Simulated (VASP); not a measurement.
Write the native input for VASP 6.6.1 that does the following.

```yaml
Task: single point
Functional: LDA
Potentials_or_basis: VASP PAW LDA potentials, release 64 (Al, Ga_d, N)
Cutoff: 520 eV
k_mesh: 6 × 6 × 6
Occupations: gaussian, width 0.05 eV
Spin: no spin polarisation
Dipole_correction: no
Further_INCAR_settings: ALGO = Normal; EDIFF = 1e-06; NBANDS = 41
```

The structure of AlGa3N4 lies in POSCAR:

```
AlGa3N4
1.0
    4.5595547306      0.1033646631      0.1033646631
    0.1033646631      4.5595547306      0.1033646631
    0.1033646631      0.1033646631      4.5595547306
Al Ga N
1 3 4
Direct
    0.0000000000      0.0000000000      0.0000000000
    0.5000000000      0.5000000000      0.0000000000
    0.5000000000      0.0000000000      0.5000000000
    0.0000000000      0.5000000000      0.5000000000
    0.7548078379      0.7548078379      0.2451921621
    0.7548078379      0.2451921621      0.7548078379
    0.2451921621      0.7548078379      0.7548078379
    0.2451921621      0.2451921621      0.2451921621
```

These files were run (other wordings do the same):

INCAR

```
SYSTEM = AlGa3N4
PREC = Accurate
ENCUT = 520
EDIFF = 1E-6
ISMEAR = 0
SIGMA = 0.05
LREAL = .FALSE.
LASPH = .TRUE.
NELM = 100
ALGO = Normal
ISIF = 2
LWAVE = .FALSE.
LCHARG = .TRUE.
GGA = CA
LELF = .TRUE.
LVHAR = .TRUE.
NBANDS = 41
```

KPOINTS

```
Automatic mesh
0
G
  6 6 6
  0 0 0
```

Potentials or basis: VASP PAW LDA potentials, release 64 (Al, Ga_d, N).

The run is started by

```console
$ cat potpaw_LDA.64/Al/POTCAR potpaw_LDA.64/Ga_d/POTCAR potpaw_LDA.64/N/POTCAR > POTCAR
$ mpirun -np 1 vasp_std > vasp.out
```

Results of the run:

The pressure is -13.1 GPa, the largest force is 0.313 eV/Å and the band gap on the k mesh is 1.75 eV, direct.

Wall time 44 s on 1 thread of Intel(R) Xeon(R) 6975P-C (Granite Rapids), on a shared host, peak memory 0.23 GiB.
